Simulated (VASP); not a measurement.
Set up this calculation in VASP 6.6.1, as the native input.

```
Task                   : single point
Functional             : PBE
Potentials or basis    : VASP PAW PBE potentials, release 64 (Ca_sv, Hf_pv, H)
Cutoff                 : 520 eV
k mesh                 : 4 × 4 × 4
Occupations            : gaussian, width 0.1 eV
Spin                   : no spin polarisation
Dipole correction      : no
Further INCAR settings : ALGO = Fast; EDIFF = 1e-07; NBANDS = 30
```

The structure of Ca2HfH8 lies in POSCAR:

```
Ca2HfH8
1.0
    3.2389741000     -3.2389741000      0.0000000000
    3.2389741000      3.2389741000      0.0000000000
    0.0000000000      0.0000000000      5.9547814400
Ca Hf H
2 1 8
Direct
    0.0000000000      0.0000000000      0.0000000000
    0.5000000000      0.5000000000      0.2500000000
    0.0000000000      0.0000000000      0.5000000000
    0.6950000000      0.3050000000      0.0000000000
    0.6950000000      0.3050000000      0.5000000000
    0.3050000000      0.6950000000      0.0000000000
    0.3050000000      0.6950000000      0.5000000000
    0.8050000000      0.8050000000      0.2500000000
    0.8050000000      0.8050000000      0.7500000000
    0.1950000000      0.1950000000      0.2500000000
    0.1950000000      0.1950000000      0.7500000000
```

This cell differs from its parent crystal: atoms taken out.

These files were run (other wordings do the same):

INCAR

```
SYSTEM = Ca2HfH8
PREC = Accurate
ENCUT = 520
EDIFF = 1E-7
ISMEAR = 0
SIGMA = 0.1
LREAL = .False.
LASPH = .True.
NELM = 60
ALGO = Fast
ISIF = 2
LWAVE = .False.
LCHARG = .True.
GGA = PE
LELF = .True.
LVHAR = .True.
NBANDS = 30
```

KPOINTS

```
regular mesh
0
Gamma
  4 4 4
  0 0 0
```

Potentials or basis: VASP PAW PBE potentials, release 64 (Ca_sv, Hf_pv, H).

Launch:

```sh
$ cat potpaw_PBE.64/Ca_sv/POTCAR potpaw_PBE.64/Hf_pv/POTCAR potpaw_PBE.64/H/POTCAR > POTCAR
$ mpirun -np 1 vasp_std > vasp.out
```

Results of the run:

| Quantity | Value |
| --- | --- |
| Pressure | 16.4 GPa |
| Largest force | 1.715 eV/Å |
| Band gap on the k mesh | 0.03 eV (least direct gap 0.06 eV) |

Caveat: the cell differs from its parent crystal (atoms taken out); the stress differs along the axes, from 11 to 25 GPa; the smearing spreads over this small gap; spin-orbit coupling is left out, which moves the levels of the heavy elements; forces of over 1 eV/Å act on the atoms, so gaps and moduli don't describe the material at rest.

Run time: 4.1 min on 1 thread of Oxide Virtual Turin-like Processor (shared host), peak memory 0.25 GiB.
